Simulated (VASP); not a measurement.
# Ca (I4/mmm) in VASP: notebook

Ca is run at these levels: PBEsol; tasks: single point.

Program: VASP 6.6.1. These are calculated values, not measurements. Logs are shortened: lines on timing, memory, paths and dates and some standing lists are left out, and cuts for length are marked.

## 1. The cell of the first run

It takes space group I4/mmm (No. 139, tetragonal). The conventional cell has a = 3.635 Å, b = 3.635 Å, c = 5.812 Å, α = 90.00°, β = 90.00°, γ = 90.00°. Within 4.8 Å of Ca (site symmetry 4/mmm) lie 12 Ca at 3.64 to 3.88 Å.

## 2. Single point, PBEsol (strain -0.080 along x and y, +0.040 along z)

INCAR reads:

```
SYSTEM = Ca
PREC = Accurate
ENCUT = 520
EDIFF = 1E-6
ISMEAR = 0
SIGMA = 0.15
LREAL = .FALSE.
LASPH = .TRUE.
NELM = 100
ALGO = Normal
ISIF = 2
LWAVE = .FALSE.
LCHARG = .TRUE.
GGA = PS
LELF = .TRUE.
LVHAR = .TRUE.
NBANDS = 11
```

KPOINTS reads:

```
Automatic mesh
0
G
  14 14 14
  0 0 0
```

POSCAR reads:

```
Ca
1.0
    0.0000000000      2.5706640000      2.9059680000
    2.5706640000      0.0000000000      2.9059680000
    2.5706640000      2.5706640000      0.0000000000
Ca
1
Direct
    0.0000000000      0.0000000000      0.0000000000
```

Potentials or basis: VASP PAW PBE potentials, release 64 (Ca_sv).

Command:

```bash
> cat potpaw_PBE.64/Ca_sv/POTCAR > POTCAR
> mpirun -np 1 vasp_std > vasp.out
```

OUTCAR:

```text
SYSTEM = Ca
   PREC = Accurate
   ENCUT = 520
   EDIFF = 1E-6
   ISMEAR = 0
   LREAL = .FALSE.
   LASPH = .TRUE.
   NELM = 100
   ISIF = 2
   GGA = PS

 ion  position               nearest neighbor table
   1  0.000  0.000  0.000-

  LATTYP: Found a body centered tetragonal cell.
 ALAT       =     3.6354678931
 C/A-ratio  =     1.5986762009

  Lattice vectors:

 A1 = (  -2.5706640000,   0.0000000000,   2.9059680000)
 A2 = (   2.5706640000,   0.0000000000,   2.9059680000)
 A3 = (   0.0000000000,   2.5706640000,  -2.9059680000)

Analysis of symmetry for initial positions (statically):
=====================================================================
 Subroutine PRICEL returns:
 Original cell was already a primitive cell.

 Routine SETGRP: Setting up the symmetry group for a
 body centered tetragonal supercell.

 Subroutine GETGRP returns: Found 16 space group operations
 (whereof 16 operations were pure point group operations)
 out of a pool of 16 trial point group operations.

The static configuration has the point symmetry D_4h.

Analysis of symmetry for dynamics (positions and initial velocities):
=====================================================================
 Subroutine PRICEL returns:
 Original cell was already a primitive cell.

 Routine SETGRP: Setting up the symmetry group for a
 body centered tetragonal supercell.

 Subroutine GETGRP returns: Found 16 space group operations
 (whereof 16 operations were pure point group operations)
 out of a pool of 16 trial point group operations.

The dynamic configuration has the point symmetry D_4h.

 Subroutine INISYM returns: Found 16 space group operations
 (whereof 16 operations are pure point group operations),
 and found     1 'primitive' translations

----------------------------------------------------------------------------------------

                                     Primitive cell

  volume of cell :      38.4071

  direct lattice vectors                    reciprocal lattice vectors
     0.000000000  2.570664000  2.905968000    -0.194502276  0.194502276  0.172059706
     2.570664000  0.000000000  2.905968000     0.194502276 -0.194502276  0.172059706
     2.570664000  2.570664000  0.000000000     0.194502276  0.194502276 -0.172059706

  length of vectors
     3.879814869  3.879814869  3.635467893     0.324448476  0.324448476  0.324448476

  position of ions in fractional coordinates (direct lattice)
[... 83 lines left out ...]
   ISIF   =      2    stress and relaxation
   ISYM   =      2    0-nonsym 1-usesym 2-fastsym
   POTIM  = 0.5000    time-step for ionic-motion
   TEBEG  =    0.0;   TEEND  =   0.0 temperature during run
   PSTRESS=    0.0 pullay stress
   NELECT =      10.0000    total number of electrons
   NUPDOWN=      -1.0000    fix difference up-down
   EMIN   =  10.00;   EMAX   =-10.00  energy-range for DOS
   EFERMI =   0.00;   METHOD = LEGACY
   ISMEAR =     0;   SIGMA  =   0.15  broadening in eV -4-tet -1-fermi 0-gaus
   EFERMI_NEDOS =   21; number of points for ismear=-14 and -15
   IALGO  =     38    algorithm
   IMIX   =      4    mixing-type and parameters
     AMIX     =   0.40;   BMIX     =  1.00
     AMIX_MAG =   1.60;   BMIX_MAG =  1.00
  volume/ion in A,a.u.               =      38.41       259.18
  Fermi-wavevector in a.u.,A,eV,Ry     =   1.045372  1.975467 14.868492  1.092803
  Thomas-Fermi vector in A             =   2.180165
   LORBIT       =      0    0 simple, 1 ext, 2 COOP (PROOUT), +10 PAW based schemes
   GGA     = PS    functional components
   LHFCALC =     F    Hartree Fock is set to
   AEXX    =    0.0000 exact exchange contribution
   IVDW    =     0    specifies the selected vdW correction
   LEPSILON=     F    determine dielectric tensor
   LRPA    =     F    only Hartree local field effects (RPA)
 non-spin polarized calculation
 Gauss-broadening in eV      SIGMA  =   0.15
  energy-cutoff  :      520.00
  volume of cell :       38.41
 maximum number of plane-waves:      1048
 NGX is ok and might be reduce to    30
   NGX = 15   NGY = 15   NGZ = 13

 number of electron      10.0000001 magnetization

 Free energy of the ion-electron system (eV)
  ---------------------------------------------------
  ext. energy  EPLUGINS =         0.00000000
  ---------------------------------------------------
  free energy    TOTEN  =        -2.11983639 eV

  energy without entropy =       -2.10466679  energy(sigma->0) =       -2.11225159

 E-fermi :   2.2832     XC(G=0):  -8.1138

 val. band max:        2.2779855874   @ k =  -0.2857   0.1429   0.4286
 cond. band min:       2.2879419785   @ k =  -0.2857   0.3571   0.1429
 fundamental gap:      0.0099563910
 Fermi energy:         2.2832480429

 k-point     1 :       0.0000    0.0000    0.0000
  band No.  band energies     occupation
      1     -39.3553      2.00000
      2     -20.3424      2.00000
      3     -20.3242      2.00000
      4     -20.3242      2.00000
      5      -1.9243      2.00000
      6       4.3316      0.00000
      7       4.9804      0.00000
      8       4.9804      0.00000
      9       5.4181      0.00000
     10       6.3061      0.00000
     11      11.9555      0.00000
[... 309 lines left out ...]
 k-point    24 :       0.2857    0.1429    0.0000
  band No.  band energies     occupation
      1     -39.3446      2.00000
      2     -20.4228      2.00000
      3     -20.3579      2.00000
      4     -20.3402      2.00000
      5      -0.7513      2.00000
      6       3.6674      0.00000
      7       4.3001      0.00000
      8       5.4133      0.00000
      9       5.6272      0.00000
     10       6.4077      0.00000
     11      10.8918      0.00000

 [... further k-points ...]

------------------------ aborting loop because EDIFF is reached ----------------------------------------

  FORCE on cell =-STRESS in cart. coord.  units (eV):
  Direction    XX          YY          ZZ          XY          YZ          ZX
  --------------------------------------------------------------------------------------
  -------------------------------------------------------------------------------------
  Total        0.3784715      0.3784715     -0.0199396      0.0000000      0.0000000      0.0000000
  in kB       15.7881869     15.7881869     -0.8317926      0.0000000      0.0000000      0.0000000
  external PRESSURE =      10.2481937 kB  Pullay stress =       0.0000000 kB

 VOLUME and BASIS-vectors are now :
 -----------------------------------------------------------------------------
  energy-cutoff  :      520.00
  volume of cell :       38.41
      direct lattice vectors                 reciprocal lattice vectors
     0.000000000  2.570664000  2.905968000    -0.194502276  0.194502276  0.172059706
     2.570664000  0.000000000  2.905968000     0.194502276 -0.194502276  0.172059706
     2.570664000  2.570664000  0.000000000     0.194502276  0.194502276 -0.172059706

 POSITION                                       TOTAL-FORCE (eV/Angst)
 -----------------------------------------------------------------------------------
      0.00000      0.00000      0.00000         0.000000      0.000000      0.000000
 -----------------------------------------------------------------------------------
    total drift:                               -0.000000     -0.000000      0.000000

  FREE ENERGIE OF THE ION-ELECTRON SYSTEM (eV)
  ---------------------------------------------------
  free  energy   TOTEN  =        -2.1198363894 eV

  energy  without entropy=       -2.1046667922  energy(sigma->0) =       -2.11225159
```

stdout:

```text
POSCAR found type information on POSCAR Ca
 POSCAR found :  1 types and       1 ions
 scaLAPACK will be used
 -----------------------------------------------------------------------------
|                                                                             |
|                                                                             |
|     You enforced a specific xc type in the INCAR file but a different       |
|     I HOPE YOU KNOW WHAT YOU ARE DOING!                                     |
|                                                                             |
 -----------------------------------------------------------------------------

 LDA part: xc-table for (Slater+PW92), standard interpolation
 POSCAR, INCAR and KPOINTS ok, starting setup
 FFT: planning ... GRIDC
 FFT: planning ... GRID_SOFT
 FFT: planning ... GRID
 WAVECAR not read
 entering main loop
```

Run time: 32 s. Hardware: 1 thread of Intel Xeon 6975P-C (Granite Rapids), shared host; peak memory 0.24 GiB.

Results:

```
Free energy            : -2.1198 eV
Pressure               : 1.0 GPa
Band gap on the k mesh : zero (bands 5 and 6 overlap by 0.23 eV)
```

Levels at points of the mesh, in eV from the Fermi level:
| k point | band 2 | band 3 | band 4 | band 5 | band 6 | band 7 | band 8 | band 9 |
| --- | --- | --- | --- | --- | --- | --- | --- | --- |
| (0.00, 0.00, 0.00) | -22.63 | -22.61 | -22.61 | -4.21 | 2.05 | 2.70 | 2.70 | 3.13 |
| (0.50, 0.00, 0.00) | -22.82 | -22.66 | -22.62 | -1.04 | -0.06 | 1.95 | 2.68 | 4.28 |
| (0.50, 0.50, 0.00) | -22.79 | -22.65 | -22.65 | -0.82 | 0.36 | 0.67 | 4.48 | 4.58 |
| (0.50, 0.00, 0.50) | -22.81 | -22.73 | -22.68 | -0.47 | 0.47 | 1.60 | 4.26 | 4.30 |

Caveat: the cell differs from its parent crystal (strain -0.080 along x and y, +0.040 along z); the PAW data sets were made with another functional, which shifts forces and pressure a little.

## 3. Single point, PBEsol (strain -0.080 along x and y, +0.080 along z)

INCAR: that of step 2 with these lines changed.

```diff
@@ -12,6 +12,4 @@
 LWAVE = .FALSE.
-LCHARG = .TRUE.
+LCHARG = .FALSE.
 GGA = PS
-LELF = .TRUE.
-LVHAR = .TRUE.
 NBANDS = 11
```

KPOINTS is that of step 2.

POSCAR reads:

```
Ca
1.0
    0.0000000000      2.5706640000      3.0177360000
    2.5706640000      0.0000000000      3.0177360000
    2.5706640000      2.5706640000      0.0000000000
Ca
1
Direct
    0.0000000000      0.0000000000      0.0000000000
```

Potentials or basis: VASP PAW PBE potentials, release 64 (Ca_sv).

Command:

```bash
> cat potpaw_PBE.64/Ca_sv/POTCAR > POTCAR
> mpirun -np 1 vasp_std > vasp.out
```

OUTCAR:

```text
SYSTEM = Ca
   PREC = Accurate
   ENCUT = 520
   EDIFF = 1E-6
   ISMEAR = 0
   LREAL = .FALSE.
   LASPH = .TRUE.
   NELM = 100
   ISIF = 2
   GGA = PS

 ion  position               nearest neighbor table
   1  0.000  0.000  0.000-

  LATTYP: Found a body centered tetragonal cell.
 ALAT       =     3.6354678931
 C/A-ratio  =     1.6601637471

  Lattice vectors:

 A1 = (  -2.5706640000,   0.0000000000,   3.0177360000)
 A2 = (   2.5706640000,   0.0000000000,   3.0177360000)
 A3 = (   0.0000000000,   2.5706640000,  -3.0177360000)

Analysis of symmetry for initial positions (statically):
=====================================================================
 Subroutine PRICEL returns:
 Original cell was already a primitive cell.

 Routine SETGRP: Setting up the symmetry group for a
 body centered tetragonal supercell.

 Subroutine GETGRP returns: Found 16 space group operations
 (whereof 16 operations were pure point group operations)
 out of a pool of 16 trial point group operations.

The static configuration has the point symmetry D_4h.

Analysis of symmetry for dynamics (positions and initial velocities):
[... 167 lines left out ...]
      1     -39.6045      2.00000
      2     -20.5988      2.00000
      3     -20.5784      2.00000
      4     -20.5784      2.00000
      5      -2.0120      2.00000
      6       4.0242      0.00000
      7       4.8603      0.00000
      8       4.8603      0.00000
      9       5.0011      0.00000
     10       6.1296      0.00000
     11      11.7233      0.00000
[... 309 lines left out ...]
 k-point    24 :       0.2857    0.1429    0.0000
  band No.  band energies     occupation
      1     -39.5960      2.00000
      2     -20.6633      2.00000
      3     -20.6108      2.00000
      4     -20.5898      2.00000
      5      -0.9094      2.00000
      6       3.4879      0.00000
      7       3.9919      0.00000
      8       5.2785      0.00000
      9       5.4074      0.00000
     10       6.1668      0.00000
     11      10.5237      0.00000

 [... further k-points ...]

------------------------ aborting loop because EDIFF is reached ----------------------------------------

  FORCE on cell =-STRESS in cart. coord.  units (eV):
  Direction    XX          YY          ZZ          XY          YZ          ZX
  --------------------------------------------------------------------------------------
  -------------------------------------------------------------------------------------
  Total        0.2586855      0.2586855     -0.3288163      0.0000000      0.0000000      0.0000000
  in kB       10.3915596     10.3915596    -13.2087587      0.0000000      0.0000000      0.0000000
  external PRESSURE =       2.5247868 kB  Pullay stress =       0.0000000 kB

 VOLUME and BASIS-vectors are now :
 -----------------------------------------------------------------------------
  energy-cutoff  :      520.00
  volume of cell :       39.88
      direct lattice vectors                 reciprocal lattice vectors
     0.000000000  2.570664000  3.017736000    -0.194502276  0.194502276  0.165687124
     2.570664000  0.000000000  3.017736000     0.194502276 -0.194502276  0.165687124
     2.570664000  2.570664000  0.000000000     0.194502276  0.194502276 -0.165687124

 POSITION                                       TOTAL-FORCE (eV/Angst)
 -----------------------------------------------------------------------------------
      0.00000      0.00000      0.00000         0.000000     -0.000000      0.000000
 -----------------------------------------------------------------------------------
    total drift:                               -0.000000     -0.000000      0.000000

  FREE ENERGIE OF THE ION-ELECTRON SYSTEM (eV)
  ---------------------------------------------------
  free  energy   TOTEN  =        -2.1136674895 eV

  energy  without entropy=       -2.0976807533  energy(sigma->0) =       -2.10567412
```

stdout:

```text
POSCAR found type information on POSCAR Ca
 POSCAR found :  1 types and       1 ions
 scaLAPACK will be used
 -----------------------------------------------------------------------------
|                                                                             |
|                                                                             |
|     You enforced a specific xc type in the INCAR file but a different       |
|     I HOPE YOU KNOW WHAT YOU ARE DOING!                                     |
|                                                                             |
 -----------------------------------------------------------------------------

 LDA part: xc-table for (Slater+PW92), standard interpolation
 POSCAR, INCAR and KPOINTS ok, starting setup
 FFT: planning ... GRIDC
 FFT: planning ... GRID_SOFT
 FFT: planning ... GRID
 WAVECAR not read
 entering main loop
```

Run time: 32 s. Hardware: 1 thread of Intel Xeon 6975P-C (Granite Rapids), shared host; peak memory 0.24 GiB.

What came out:

```
Free energy            : -2.1137 eV
Pressure               : 0.3 GPa
Band gap on the k mesh : zero (bands 5 and 6 overlap by 0.28 eV)
```

Caveat: the cell differs from its parent crystal (strain -0.080 along x and y, +0.080 along z); the PAW data sets were made with another functional, which shifts forces and pressure a little.
